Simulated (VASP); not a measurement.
Here is a VASP 6.6.1 calculation.

The input POSCAR:

```
Ta4N5
1.0
   -3.4288879900      3.4288879900      2.1299800476
    3.4288879900     -3.4288879900      2.1299800476
    3.4288879900      3.4288879900     -2.1299800476
Ta N
4 5
Direct
    0.7829935900      0.6055762794      0.3885698694
    0.3944237206      0.7829935900      0.1774173106
    0.6055762794      0.2170064100      0.8225826894
    0.2170064100      0.3944237206      0.6114301306
    0.5000000000      0.5000000000      0.0000000000
    0.9083514574      0.3083174187      0.2166688760
    0.6916825813      0.9083514574      0.6000340387
    0.3083174187      0.0916485426      0.3999659613
    0.0916485426      0.6916825813      0.7833311240
```

File INCAR.step1:

```
SYSTEM = Ta4N5
  ALGO = Normal
  EDIFF = 1E-4
  ENCUT = 520
  GGA = PE
  ISMEAR = 0
  LASPH = .TRUE.
  LCHARG = .FALSE.
  LREAL = .FALSE.
  LWAVE = .TRUE.
  NBANDS = 44
  NELM = 80
  PREC = Accurate
  SIGMA = 0.1
```

File INCAR.step2:

```
SYSTEM = Ta4N5
  ALGO = Normal
  EDIFF = 1E-6
  ENCUT = 520
  ISIF = 2
  ISMEAR = 0
  ISTART = 1
  LASPH = .TRUE.
  LCHARG = .FALSE.
  LMIXTAU = .TRUE.
  LREAL = .FALSE.
  LWAVE = .FALSE.
  METAGGA = R2SCAN
  NBANDS = 44
  NELM = 80
  PREC = Accurate
  SIGMA = 0.1
```

Contents of KPOINTS:

```
k-points
0
G
  10 10 10
  0 0 0
```

Potentials or basis: VASP PAW PBE potentials, release 64 (Ta_pv, N).

Launch:

```bash
$ cat potpaw_PBE.64/Ta_pv/POTCAR potpaw_PBE.64/N/POTCAR > POTCAR
$ cp INCAR.step1 INCAR
$ mpirun -np 1 vasp_std > vasp.out
$ cp INCAR.step2 INCAR
$ mpirun -np 1 vasp_std > vasp.out
```

Task: Estimate the largest force.

Result: 0.038 eV/Å.

Task: Estimate the band gap on the k mesh.

Result: Zero (an odd number of electrons rules out a gap without spin polarisation).

Forces in eV/Å, atoms in the order of the input:
```
Ta   0.013 -0.015  0.000
Ta  -0.015 -0.013  0.000
Ta   0.015  0.013  0.000
Ta  -0.013  0.015  0.000
N    0.000  0.000  0.000
N   -0.029  0.025  0.000
N    0.025  0.029  0.000
N   -0.025 -0.029  0.000
N    0.029 -0.025  0.000
```

Caveat: the PAW data sets were made with another functional, which shifts forces and pressure a little; spin-orbit coupling is left out, which moves the levels of the heavy elements.
